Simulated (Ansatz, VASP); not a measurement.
# ScTl: VASP beside Ansatz

File POSCAR:

```
ScTl
1.0
    0.0000000000      3.7558930000      3.7558930000
    3.7558930000      0.0000000000      3.7558930000
    3.7558930000      3.7558930000      0.0000000000
Tl Sc
2 2
Direct
    0.5000000000      0.5000000000      0.5000000000
    0.7500000000      0.7500000000      0.7500000000
    0.0000000000      0.0000000000      0.0000000000
    0.2500000000      0.2500000000      0.2500000000
```

Contents of INCAR.step1:

```
SYSTEM = ScTl
PREC = Accurate ; ENCUT = 520
ISMEAR = -1 ; SIGMA = 0.1
LREAL = .FALSE. ; LASPH = .TRUE.
NELM = 60 ; NBANDS = 32
GGA = PE ; ALGO = Normal
EDIFF = 1E-4 ; LWAVE = .TRUE.
LCHARG = .FALSE.
```

File INCAR.step2:

```
SYSTEM = ScTl
PREC = Accurate ; ENCUT = 520
EDIFF = 1E-7 ; ISMEAR = -1
SIGMA = 0.1 ; LREAL = .FALSE.
LASPH = .TRUE. ; NELM = 60
ALGO = Normal ; ISIF = 2
LWAVE = .FALSE. ; LCHARG = .FALSE.
METAGGA = R2SCAN ; LMIXTAU = .TRUE.
NBANDS = 32 ; ISTART = 1
```

Contents of KPOINTS:

```
Automatic mesh
0
G
  8 8 8
  0 0 0
```

Input for Ansatz:

```yaml
crystal:
  lattice:
    - [0.0, 3.755893, 3.755893]
    - [3.755893, 0.0, 3.755893]
    - [3.755893, 3.755893, 0.0]
  atoms:
    - { symbol: Tl, position: [0.5, 0.5, 0.5] }
    - { symbol: Tl, position: [0.75, 0.75, 0.75] }
    - { symbol: Sc, position: [0.0, 0.0, 0.0] }
    - { symbol: Sc, position: [0.25, 0.25, 0.25] }
  symmetry: { tolerance: 0.0003 }
kpoints:
  mp_grid: { grid: [8, 8, 8], shift: [0, 0, 0] }
  band_path:
    path:
      - [0.0, 0.0, 0.0]
      - [0.5, 0.0, 0.5]
      - [0.625, 0.25, 0.625]
      - [0.375, 0.375, 0.75]
      - [0.0, 0.0, 0.0]
      - [0.5, 0.5, 0.5]
      - [0.5, 0.25, 0.75]
      - [0.5, 0.0, 0.5]
    npoints: 8
magnetization:
  spin_polarized: false
scf:
  occupations: { method: fermi_dirac }
  lower_state_search: "off"
  max_iter: 200
hamiltonian:
  pseudopotentials: { kind: paw }
  xc: r2scan
basis:
  ecutwfc: 500
  fft_grid_basis: typed
output:
  forces: true
  stress: true
  eigenvalues: true
  bader: true
  populations: true
  elf: true
  write_potential: true
  volumetric_format: npy
  dos:
    e_range: [-12, 8]
    de: 0.05
    projected: { site_lists: { Sc: [Sc], Tl: [Tl] } }
checkpoint:
  read: saved_state
```

Alike in both runs: task single point; functional r2SCAN; k mesh 8 × 8 × 8; no spin polarisation.

|  | VASP | Ansatz |
| --- | --- | --- |
| version | VASP 6.6.1 | Ansatz 0.2.0 |
| potentials or method | VASP PAW PBE potentials, release 64 (Tl_d, Sc_sv), cutoff 520 eV | PAW plane waves |
| occupations | fermi-dirac, width 0.1 eV | fermi-dirac |
| valence electrons in the cell | 48 | 48 |

|  | VASP | Ansatz | Ansatz less VASP |
| --- | --- | --- | --- |
| pressure (GPa) | -2.0 | -2.0 | -0.08 |

VASP's potentials were made for PBE, not for r2SCAN.

Spin-orbit coupling is off throughout.
